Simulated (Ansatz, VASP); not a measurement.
## Be2S in VASP and in Ansatz

```
CELL_PARAMETERS angstrom
3.57728 0.00000 0.00000
-1.78864 3.09801 0.00000
0.00000 0.00000 3.17570
ATOMIC_POSITIONS crystal
Be 0.33333 0.66667 0.50000
Be 0.66667 0.33333 0.50000
S 0.00000 0.00000 0.00000
```

Change from the starting cell: species swapped into the LaCu2 type (P6/mmm, No. 191).

Alike in both runs: functional PBE; k mesh 6 × 6 × 6; occupations gaussian, width 0.1 eV; no spin polarisation.

Ansatz relaxed the structure, and its values are those at the end. VASP's run is a single point on that final structure, the one shown.

```csv
,VASP,Ansatz
version,VASP 6.6.1,Ansatz 0.2.0
potentials or method,"VASP PAW PBE potentials, release 64 (Be, S), cutoff 520 eV","scalar-relativistic, plane waves, PAW"
valence electrons in the cell,10,10
```

```csv
,VASP,Ansatz,Ansatz less VASP
gap on the k mesh at the Fermi level (eV),none,none,-
pressure (GPa),0.0,0.0,-0.05
```

A gap of «none» marks a metal or a gap that the smearing closes. The functional is the same, so the differences come from potentials, cutoffs and numerics.
